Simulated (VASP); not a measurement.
# Cu3Pd (Pm-3m) in VASP: a series of runs, part 2 of 2

VASP 6.6.1. Earlier steps stand in the parts before.

**3. Relaxation of cell and atoms, LDA, target pressure 8 GPa, at which the enthalpy is minimised**

The input, INCAR:

```
PREC = Accurate
ENCUT = 600
EDIFF = 1E-7
ISMEAR = -1
SIGMA = 0.15
LREAL = False
LASPH = True
NELM = 60
ALGO = Fast
ISIF = 3
LWAVE = False
LCHARG = False
IBRION = 2
NSW = 80
EDIFFG = -0.001
PSTRESS = 80.0
```

The input, KPOINTS:

```
Automatic mesh
0
Gamma
  12 12 12
```

The input, POSCAR:

```
Cu3Pd
1.0
    3.6127376682      0.0000000000      0.0000000000
    0.0000000000      3.6127376682      0.0000000000
    0.0000000000      0.0000000000      3.6127376682
Cu Pd
3 1
Direct
    0.0000000000      0.5000000000      0.5000000000
    0.5000000000      0.0000000000      0.5000000000
    0.5000000000      0.5000000000      0.0000000000
    0.0000000000      0.0000000000      0.0000000000
```

Potentials or basis: VASP PAW LDA potentials, release 64 (Cu, Pd).

Launch:

```
> cat potpaw_LDA.64/Cu/POTCAR potpaw_LDA.64/Pd/POTCAR > POTCAR
> mpirun -np 1 vasp_std > vasp.out
```

OUTCAR:

```text
PREC = Accurate
   ENCUT = 600
   EDIFF = 1E-7
   ISMEAR = -1
   LREAL = False
   LASPH = True
   NELM = 60
   ISIF = 3
   IBRION = 2
   NSW = 80
   EDIFFG = -0.001
   PSTRESS = 80.0

 ion  position               nearest neighbor table
   1  0.000  0.500  0.500-   2 2.55   3 2.55   4 2.55   3 2.55   4 2.55   2 2.55   4 2.55   4 2.55
                             2 2.55   3 2.55   3 2.55   2 2.55
   2  0.500  0.000  0.500-   1 2.55   3 2.55   4 2.55   3 2.55   4 2.55   1 2.55   3 2.55   3 2.55
                             1 2.55   4 2.55   4 2.55   1 2.55
   3  0.500  0.500  0.000-   1 2.55   2 2.55   4 2.55   1 2.55   2 2.55   2 2.55   4 2.55   2 2.55
                             1 2.55   4 2.55   1 2.55   4 2.55
   4  0.000  0.000  0.000-   1 2.55   2 2.55   3 2.55   1 2.55   2 2.55   1 2.55   3 2.55   1 2.55
                             2 2.55   3 2.55   2 2.55   3 2.55

  LATTYP: Found a simple cubic cell.
 ALAT       =     3.6127376682

  Lattice vectors:

 A1 = (   3.6127376682,   0.0000000000,   0.0000000000)
 A2 = (   0.0000000000,   3.6127376682,   0.0000000000)
 A3 = (   0.0000000000,   0.0000000000,   3.6127376682)

Analysis of symmetry for initial positions (statically):
=====================================================================
 Subroutine PRICEL returns:
 Original cell was already a primitive cell.

 Routine SETGRP: Setting up the symmetry group for a
 simple cubic supercell.

 Subroutine GETGRP returns: Found 48 space group operations
 (whereof 48 operations were pure point group operations)
 out of a pool of 48 trial point group operations.

The static configuration has the point symmetry O_h .

Analysis of symmetry for dynamics (positions and initial velocities):
=====================================================================
 Subroutine PRICEL returns:
 Original cell was already a primitive cell.

 Routine SETGRP: Setting up the symmetry group for a
 simple cubic supercell.
[... 128 lines left out ...]
     AMIX     =   0.40;   BMIX     =  1.00
     AMIX_MAG =   1.60;   BMIX_MAG =  1.00
  volume/ion in A,a.u.               =      11.79        79.55
  Fermi-wavevector in a.u.,A,eV,Ry     =   1.587552  3.000038 34.291043  2.520321
  Thomas-Fermi vector in A             =   2.686692
   LORBIT       =      0    0 simple, 1 ext, 2 COOP (PROOUT), +10 PAW based schemes
   GGA     = CA    functional components
   LHFCALC =     F    Hartree Fock is set to
   AEXX    =    0.0000 exact exchange contribution
   IVDW    =     0    specifies the selected vdW correction
   LEPSILON=     F    determine dielectric tensor
   LRPA    =     F    only Hartree local field effects (RPA)
 conjugate gradient relaxation of ions
 non-spin polarized calculation
 RMM-DIIS sequential band-by-band and
  energy-cutoff  :      600.00
  volume of cell :       47.15
 maximum number of plane-waves:      1596
 NGX is ok and might be reduce to    30
   NGX = 15   NGY = 15   NGZ = 15

--------------------------------------- Ionic step        1  -------------------------------------------

 number of electron      42.9999976 magnetization

 Free energy of the ion-electron system (eV)
  ---------------------------------------------------
  ext. energy  EPLUGINS =         0.00000000
  ---------------------------------------------------
  free energy    TOTEN  =       -21.05532206 eV

  energy without entropy =      -20.95048755  energy(sigma->0) =      -21.00290480

------------------------ aborting loop because EDIFF is reached ----------------------------------------

  FORCE on cell =-STRESS in cart. coord.  units (eV):
  Direction    XX          YY          ZZ          XY          YZ          ZX
  --------------------------------------------------------------------------------------
  -------------------------------------------------------------------------------------
  Total        0.1658473      0.1658473      0.1658473      0.0000000     -0.0000000      0.0000000
  in kB        5.6352049      5.6352049      5.6352049      0.0000000     -0.0000000      0.0000000
  external PRESSURE =     -74.3647951 kB  Pullay stress =      80.0000000 kB
[... 107 lines left out ...]
--------------------------------------- Ionic step        4  -------------------------------------------

 number of electron      42.9999964 magnetization

 Free energy of the ion-electron system (eV)
  ---------------------------------------------------
  ext. energy  EPLUGINS =         0.00000000
  ---------------------------------------------------
  free energy    TOTEN  =       -21.01333070 eV

  energy without entropy =      -20.91131506  energy(sigma->0) =      -20.96232288

 E-fermi :   9.2538     XC(G=0): -13.7902

 val. band max:        9.2364891057   @ k =   0.4167   0.3333   0.0833
 cond. band min:       9.2797999320   @ k =   0.5000   0.5000   0.1667
 fundamental gap:      0.0433108263
 Fermi energy:         9.2538260289

 k-point     1 :       0.0000    0.0000    0.0000
  band No.  band energies     occupation
      1      -0.1123      2.00000
      2       3.3903      2.00000
      3       3.3903      2.00000
      4       4.2133      2.00000
      5       4.2133      2.00000
      6       4.2133      2.00000
[... 661 lines left out ...]
     24      12.7642      0.00000
     25      17.4976      0.00000

 [... further k-points ...]
[... 5 lines left out ...]
  --------------------------------------------------------------------------------------
  -------------------------------------------------------------------------------------
  Total        2.2793960      2.2793960      2.2793960      0.0000000      0.0000000      0.0000000
  in kB       80.1196401     80.1196401     80.1196401      0.0000000      0.0000000      0.0000000
  external PRESSURE =       0.1196401 kB  Pullay stress =      80.0000000 kB
[... 23 lines left out ...]
  energy  without entropy=      -20.9113150645  energy(sigma->0) =      -20.96232288

  enthalpy is  TOTEN    =       -18.7373383969 eV   P V=        2.2759923000

 reached required accuracy - stopping structural energy minimisation
```

CONTCAR:

```text
Cu3Pd
   1.00000000000000
     3.5721563663057507   -0.0000000000000000    0.0000000000000000
     0.0000000000000000    3.5721563663057507    0.0000000000000000
    -0.0000000000000000   -0.0000000000000000    3.5721563663057507
  Cu              Pd
     3     1
Direct
     0.0000000000000000    0.5000000000000000    0.5000000000000000
     0.5000000000000000    0.0000000000000000    0.5000000000000000
     0.5000000000000000    0.5000000000000000    0.0000000000000000
     0.0000000000000000    0.0000000000000000    0.0000000000000000

  0.00000000E+00  0.00000000E+00  0.00000000E+00
  0.00000000E+00  0.00000000E+00  0.00000000E+00
  0.00000000E+00  0.00000000E+00  0.00000000E+00
  0.00000000E+00  0.00000000E+00  0.00000000E+00
```

Run time: 11 min. Hardware: 1 thread of Intel Xeon 8259CL, shared host; peak memory 0.25 GiB.

What came out:

```yaml
Free_energy: -21.0133 eV
Relaxed_volume: 11.40 Å³/atom
Relaxed_cell: a = 3.572 Å, b = 3.572 Å, c = 3.572 Å, α = 90.00°, β = 90.00°, γ = 90.00°
Space_group_after_relaxing_to_0.1_Å: Pm-3m (No. 221)
Energy_change_on_relaxing_the_run_minimises_the_enthalpy: +10.5 meV/atom
Ionic_steps: 4
Pressure_after_relaxing: 8.0 GPa
Band_gap_on_the_k_mesh: zero (an odd number of electrons rules out a gap without spin polarisation)
```

Step by step:
| step | energy change (eV) | largest force (eV/Å) | pressure (GPa) | volume (Å³) |
| --- | --- | --- | --- | --- |
| 1 | 0.0000 | 0.0000 | 0.56 | 47.15 |
| 2 | 0.2212 | 0.0000 | 20.32 | 43.52 |
| 3 | 0.0403 | 0.0000 | 7.81 | 45.62 |
| 4 | 0.0420 | 0.0000 | 8.01 | 45.58 |

Final structure:
```xyz
4
Lattice="3.5722 0.0000 0.0000 0.0000 3.5722 0.0000 0.0000 0.0000 3.5722" Properties=species:S:1:pos:R:3 pbc="T T T"
Cu    0.0000    1.7861    1.7861
Cu    1.7861    0.0000    1.7861
Cu    1.7861    1.7861    0.0000
Pd    0.0000    0.0000    0.0000
```

Caveat: the cell is relaxed towards a set pressure, so the run minimises the enthalpy, not the energy. LDA usually gives volumes a few per cent too small.
